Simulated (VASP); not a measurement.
## TiO2: single point with PBE+U

Crystal: TiO2.

```
Ti O
1.0
     2.75569   -2.75576   -0.02056
     2.75569    2.75576   -0.02056
    -2.71830    0.00000    5.01250
Ti O
2 4
Direct
  0.12501 0.87499 0.25000
  0.87499 0.12501 0.75000
  0.34249 0.09252 0.68500
  0.65751 0.90748 0.31500
  0.90748 0.65751 0.81500
  0.09252 0.34249 0.18500
```

This cell differs from its parent crystal: atoms shifted along a free coordinate.

```
Program                : VASP 6.6.1
Task                   : single point
Functional             : PBE
Potentials or basis    : VASP PAW PBE potentials, release 64 (Ti_sv, O)
Cutoff                 : 520 eV
k mesh                 : 6 × 6 × 6
Occupations            : gaussian, width 0.05 eV
Spin                   : no spin polarisation
Hubbard terms          : Ti d U = 4.0 eV
Dipole correction      : no
Further INCAR settings : ALGO = Normal; EDIFF = 1e-06; NBANDS = 33
```

| Item | Value |
| --- | --- |
| Pressure | -10.8 GPa |
| Largest force | 1.308 eV/Å |
| Band gap on the k mesh | 2.07 eV (least direct gap 2.64 eV) |

Forces in eV/Å, atoms in the order of the input:
```
Ti   0.000  0.000  0.000
Ti   0.000  0.000  0.000
O   -0.010  0.000 -1.308
O    0.010  0.000  1.308
O    0.010  0.000  1.308
O   -0.010  0.000 -1.308
```

Stress tensor (GPa, compression positive):
```
 -6.99   0.00  -0.09
  0.00  -6.99   0.00
 -0.09   0.00 -18.53
```

Levels at points of the mesh, in eV from the valence-band top:
| k point | band 22 | band 23 | band 24 | band 25 | band 26 | band 27 |
| --- | --- | --- | --- | --- | --- | --- |
| (0.00, 0.00, 0.00) | -0.98 | -0.62 | -0.62 | 2.07 | 2.64 | 3.17 |
| (0.50, 0.00, 0.00) | -1.47 | -1.06 | -0.89 | 2.93 | 3.03 | 3.19 |
| (0.50, 0.50, 0.00) | -2.33 | 0.00 | 0.00 | 3.16 | 3.16 | 3.54 |
| (0.00, 0.00, 0.50) | -1.52 | -0.41 | -0.41 | 2.35 | 2.35 | 3.20 |
| (0.50, 0.00, 0.50) | -1.47 | -1.06 | -0.89 | 2.93 | 3.03 | 3.19 |
| (0.50, 0.50, 0.50) | -2.33 | 0.00 | 0.00 | 3.16 | 3.16 | 3.54 |

Eigenvalues of the final occupation matrices:
| site | spin | trace | eigenvalues |
| --- | --- | --- | --- |
| site 1 d | 1 | 0.76 | 0.09 0.09 0.12 0.21 0.25 |
| site 1 d | 2 | 0.76 | 0.09 0.09 0.12 0.21 0.25 |
| site 2 d | 1 | 0.76 | 0.09 0.09 0.12 0.21 0.25 |
| site 2 d | 2 | 0.76 | 0.09 0.09 0.12 0.21 0.25 |

Run time: 100 s on 1 thread of Intel(R) Xeon(R) Platinum 8559C (Emerald Rapids), on a shared host, peak memory 0.26 GiB.

Caveat: the cell differs from its parent crystal (atoms shifted along a free coordinate); the cell stands under tension; forces of over 1 eV/Å act on the atoms, so gaps and moduli don't describe the material at rest. A k mesh can miss the band edges.
